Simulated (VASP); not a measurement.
Crystal: Pr2B.

```
Pr B
1.0
     5.10865    0.00000    0.00000
     0.00000    6.22703    0.00000
     0.00000    0.00000    3.78572
Pr B
4 2
Direct
  0.21890 0.35930 0.00000
  0.78110 0.64070 0.00000
  0.71890 0.14070 0.50000
  0.28110 0.85930 0.50000
  0.00000 0.00000 0.00000
  0.50000 0.50000 0.50000
```

The cell was generated, and may not be a known phase.

| Item | Value |
| --- | --- |
| Program | VASP 6.6.1 |
| Task | relaxation of cell and atoms |
| Functional | PBE |
| Potentials or basis | VASP PAW PBE potentials, release 64 (Pr_3, B), 4f in core |
| Cutoff | 500 eV |
| k mesh | 3 × 3 × 4 |
| Occupations | gaussian, width 0.2 eV |
| Spin | no spin polarisation |

At the start: pressure 22.7 GPa; volume 20.07 Å³/atom.

Problem. Where does the relaxation end?

Solution. Over 14 steps the energy falls by 493.7 meV/atom and the volume is 27.82 Å³/atom (+38.6 %); space group Pnnm (No. 58, to 0.1 Å) before and after.

The path:
```
step  energy change (eV)  largest force (eV/Å)  pressure (GPa)  volume (Å³)
   1              0.0000                0.5928           22.72       120.43
   2             -2.1984                0.7886           -4.12       177.10
   3             -2.3929                0.6454           -0.06       160.63
   4             -2.3937                0.6543           -0.35       161.62
   5             -2.4975                0.5208            0.05       161.42
   6             -2.7099                0.2710            1.37       160.55
   7             -2.6547                0.8823            4.31       157.62
   8             -2.7661                0.4867            2.81       159.28
   9             -2.8265                0.4634            1.98       161.94
  10             -2.8977                0.3715           -0.33       169.92
  11             -2.9139                0.3269           -0.29       169.51
  12             -2.9489                0.1879           -0.15       168.27
  13             -2.9521                0.1177            0.32       165.72
  14             -2.9623                0.0341            0.07       166.95
```

Final structure:
```cif
data_structure
_symmetry_space_group_name_H-M 'P 1'
_symmetry_Int_Tables_number 1
_cell_length_a 6.6257
_cell_length_b 6.6896
_cell_length_c 3.7666
_cell_angle_alpha 90.000
_cell_angle_beta 90.000
_cell_angle_gamma 90.000
_cell_volume 166.95
loop_
_atom_site_label
_atom_site_type_symbol
_atom_site_fract_x
_atom_site_fract_y
_atom_site_fract_z
_atom_site_occupancy
Pr1 Pr 0.25767 0.32587 0.00000 1
Pr2 Pr 0.74233 0.67413 0.00000 1
Pr3 Pr 0.75767 0.17413 0.50000 1
Pr4 Pr 0.24233 0.82587 0.50000 1
B1 B 0.00000 0.00000 0.00000 1
B2 B 0.50000 0.50000 0.50000 1
```

Caveat: the k points lie up to 0.42 Å⁻¹ apart in the final cell; the volume moved by over 15 % at a fixed basis, so the end points are rough; the relaxation stopped at a loose force limit of 0.08 eV/Å, so its end isn't a converged minimum.
